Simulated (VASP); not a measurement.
Input of a VASP 6.6.1 run:

Contents of INCAR:

```
SYSTEM = GaAs
ALGO = Normal
EDIFF = 1E-6
ENCUT = 510
GGA_COMPAT = .FALSE.
ISIF = 2
ISMEAR = 0
LASPH = .TRUE.
LCHARG = .FALSE.
LREAL = .FALSE.
LWAVE = .FALSE.
NBANDS = 21
NELM = 120
PREC = Accurate
SIGMA = 0.01
```

KPOINTS

```
k-points
0
G
  8 8 8
  0 0 0
```

Contents of POSCAR:

```
GaAs
1.0
    0.0000000000      2.7287894766      2.7287894766
    2.7287894766      0.0000000000      2.7287894766
    2.7287894766      2.7287894766      0.0000000000
Ga As
1 1
Direct
    0.0000000000      0.0000000000      0.0000000000
    0.7500000000      0.7500000000      0.7500000000
```

Potentials or basis: VASP PAW LDA potentials, release 64 (Ga_d, As_d).

The run is started by

```sh
$ cat potpaw_LDA.64/Ga_d/POTCAR potpaw_LDA.64/As_d/POTCAR > POTCAR
$ mpirun -np 1 vasp_std > vasp.out
```

(1) What does it give for the pressure?

(2) Estimate the band gap on the k mesh.

## Answers

(1) 7.3 GPa.

(2) 1.14 eV (least direct gap 1.14 eV).

Caveat: the cell stands under pressure.
